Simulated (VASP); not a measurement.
A run of VASP 6.6.1 is set up as follows.

Contents of INCAR:

```
SYSTEM = ZnCl4
PREC = Accurate
ENCUT = 600
EDIFF = 1E-7
ISMEAR = 0
SIGMA = 0.1
LREAL = .FALSE.
LASPH = .TRUE.
NELM = 100
ALGO = Normal
ISIF = 3
LWAVE = .FALSE.
LCHARG = .FALSE.
GGA = PE
IBRION = 2
NSW = 90
EDIFFG = -0.04
```

File KPOINTS:

```
Automatic mesh
0
G
  3 3 4
  0 0 0
```

Contents of POSCAR:

```
ZnCl4
1.0
    6.7269264663      0.0000000000      0.0000000000
   -3.3634632331      5.8256892092      0.0000000000
    0.0000000000      0.0000000000      6.2349904736
Zn Cl
1 4
Direct
    0.0000000000      0.0000000000      0.5000000000
    0.3333333333      0.6666666667      0.8387241456
    0.3333333333      0.6666666667      0.1612758544
    0.6666666667      0.3333333333      0.1612758544
    0.6666666667      0.3333333333      0.8387241456
```

Potentials or basis: VASP PAW PBE potentials, release 64 (Zn, Cl).

The run is started by

```console
$ cat potpaw_PBE.64/Zn/POTCAR potpaw_PBE.64/Cl/POTCAR > POTCAR
$ mpirun -np 1 vasp_std > vasp.out
```

**Question.** Predict the relaxed cell.

**Answer.** a = 6.787 Å, b = 6.787 Å, c = 6.216 Å, α = 90.00°, β = 90.00°, γ = 120.00°.

**Question.** Predict the relaxed volume.

**Answer.** 49.59 Å³/atom.

**Question.** Estimate the space group after relaxing (to 0.05 Å).

**Answer.** P6/mmm (No. 191).

The path:
| step | energy change (eV) | largest force (eV/Å) | pressure (GPa) | volume (Å³) |
| --- | --- | --- | --- | --- |
| 1 | 0.0000 | 0.2372 | -0.11 | 244.34 |
| 2 | 0.0094 | 0.5162 | 0.56 | 243.17 |
| 3 | -0.0037 | 0.0098 | 0.11 | 243.93 |
| 4 | -0.0047 | 0.0080 | 0.11 | 244.93 |
| 5 | -0.0071 | 0.0042 | 0.09 | 247.95 |
